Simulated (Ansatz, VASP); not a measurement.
One calculation of Be3CdS2, two programs

INCAR

```
SYSTEM = Be3CdS2
  ALGO = Normal
  EDIFF = 1E-7
  EDIFFG = -0.04
  ENCUT = 600
  GGA = PE
  GGA_COMPAT = .False.
  IBRION = 2
  ISIF = 3
  ISMEAR = 0
  LASPH = .True.
  LCHARG = .False.
  LREAL = .False.
  LWAVE = .False.
  NELM = 120
  NELMIN = 4
  NSW = 90
  PREC = Accurate
  SIGMA = 0.1
```

Contents of KPOINTS:

```
k-points
0
Gamma
  4 4 4
  0 0 0
```

File POSCAR:

```
Be3CdS2
1.0
    4.2489808800      0.0000000000      0.0000000000
    0.0000000000      4.2489808800      0.0000000000
    0.0000000000      0.0000000000      4.9635111000
Be Cd S
3 1 2
Direct
    0.0000000000      0.0000000000      0.0000000000
    0.0000000000      0.5000000000      0.5000000000
    0.5000000000      0.0000000000      0.5000000000
    0.5000000000      0.5000000000      0.0000000000
    0.0000000000      0.5000000000      0.0000000000
    0.5000000000      0.0000000000      0.0000000000
```

Input for Ansatz:

```yaml
crystal:
  lattice:
    - [4.24898088, 0.0, 0.0]
    - [0.0, 4.24898088, 0.0]
    - [0.0, 0.0, 4.9635111]
  atoms:
    - { symbol: Be, position: [0.0, 0.0, 0.0] }
    - { symbol: Be, position: [0.0, 0.5, 0.5] }
    - { symbol: Be, position: [0.5, 0.0, 0.5] }
    - { symbol: Cd, position: [0.5, 0.5, 0.0] }
    - { symbol: S, position: [0.0, 0.5, 0.0] }
    - { symbol: S, position: [0.5, 0.0, 0.0] }
basis:
  ecutwfc: 420
kpoints:
  mp_grid: { grid: [4, 4, 4] }
hamiltonian:
  xc: pbe
scf:
  occupations: { method: gaussian, width: 0.1 }
  lower_state_search: "off"
output:
  forces: true
  stress: true
  eigenvalues: true
relax:
  adjacent_minimum: "off"
  f_tol: 0.04
  max_steps: 70
  cell: { stress_tol: 0.4 }
```

Alike in both runs: task relaxation of cell and atoms; functional PBE; k mesh 4 × 4 × 4; occupations gaussian, width 0.1 eV; no spin polarisation.

|  | VASP | Ansatz |
| --- | --- | --- |
| version | VASP 6.6.1 | Ansatz 0.2.0 |
| potentials or method | VASP PAW PBE potentials, release 64 (Be, Cd, S), cutoff 600 eV | scalar-relativistic, plane waves, PAW |
| valence electrons in the cell | 30 | 38 |

VASP gave:

| Quantity | Value |
| --- | --- |
| gap on the k mesh at the Fermi level, each at its own relaxed structure (eV) | none |
| relaxed volume (Å³/atom) | 17.79 |
| relaxed cell length with the largest relative difference (Å) | 5.222 |

Question: Which values does Ansatz return?

Answer: gap on the k mesh at the Fermi level, each at its own relaxed structure (eV): none; relaxed volume (Å³/atom): 17.61; relaxed cell length with the largest relative difference (Å): 5.185.

A gap of «none» marks a metal or a gap that the smearing closes. VASP's potentials hold 30 valence electrons a cell and Ansatz's 38, so a difference there can come from the potentials and not from the codes.

The k mesh is coarse, so the values compare programs but aren't converged. Noted on VASP's run: the volume moved by over 15 % at a fixed basis, so the end points are rough.
